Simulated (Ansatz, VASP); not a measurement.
Se: VASP beside Ansatz

INCAR

```
SYSTEM = Se
PREC = Accurate
ENCUT = 520
EDIFF = 1E-7
ISMEAR = 0
SIGMA = 0.05
LREAL = .FALSE.
LASPH = .TRUE.
NELM = 80
ALGO = Normal
ISIF = 2
LWAVE = .FALSE.
LCHARG = .TRUE.
GGA = PE
IVDW = 12
LELF = .TRUE.
LVHAR = .TRUE.
NBANDS = 16
```

KPOINTS

```
Automatic mesh
0
G
  9 9 8
  0 0 0
```

The input POSCAR:

```
Se
1.0
    4.2945953382      0.0000000000      0.0000000000
   -2.1472976691      3.7192286618      0.0000000000
    0.0000000000      0.0000000000      4.6012294453
Se
3
Direct
    0.2934348538      0.0000000000      0.3333333333
    0.0000000000      0.2934348538      0.6666666667
    0.7065651462      0.7065651462      0.0000000000
```

Input for Ansatz:

```yaml
crystal:
  lattice:
    - [4.2945953382, 0.0, 0.0]
    - [-2.1472976691, 3.7192286618, 0.0]
    - [0.0, 0.0, 4.6012294453]
  atoms:
    - { symbol: Se, position: [0.2934348538, 0.0, 0.3333333333] }
    - { symbol: Se, position: [0.0, 0.2934348538, 0.6666666667] }
    - { symbol: Se, position: [0.7065651462, 0.7065651462, 0.0] }
basis:
  ecutwfc: 420
kpoints:
  mp_grid: { grid: [9, 9, 8] }
hamiltonian:
  xc: pbe
  dispersion: d3bj
scf:
  occupations: { method: gaussian, width: 0.05 }
output:
  forces: true
  stress: true
  eigenvalues: true
  write_density: true
  write_potential: true
  elf: true
  volumetric_format: npy
```

Alike in both runs: task single point; functional PBE; dispersion D3(BJ); k mesh 9 × 9 × 8; occupations gaussian, width 0.05 eV; no spin polarisation.

```csv
,VASP,Ansatz
version,VASP 6.6.1,Ansatz 0.2.0
potentials or method,"VASP PAW PBE potentials, release 64 (Se), cutoff 520 eV","scalar-relativistic, plane waves, PAW"
valence electrons in the cell,18,48
```

Ansatz gave:

```
gap on the k mesh at the Fermi level (eV)                     : none
pressure (GPa)                                                : -5.4
traceless stress, the component that is largest in VASP (GPa) : 2.49
rms of the force components (eV/Å)                            : 0.356
```

Question: What did VASP give for the same quantities?

Answer: gap on the k mesh at the Fermi level (eV): none; pressure (GPa): -5.3; traceless stress, the component that is largest in VASP (GPa): 2.49; rms of the force components (eV/Å): 0.354.

Atom by atom the forces differ by 0.002 eV/Å (rms over components). A gap of «none» marks a metal or a gap that the smearing closes. VASP's potentials hold 18 valence electrons a cell and Ansatz's 48, so a difference there can come from the potentials and not from the codes.
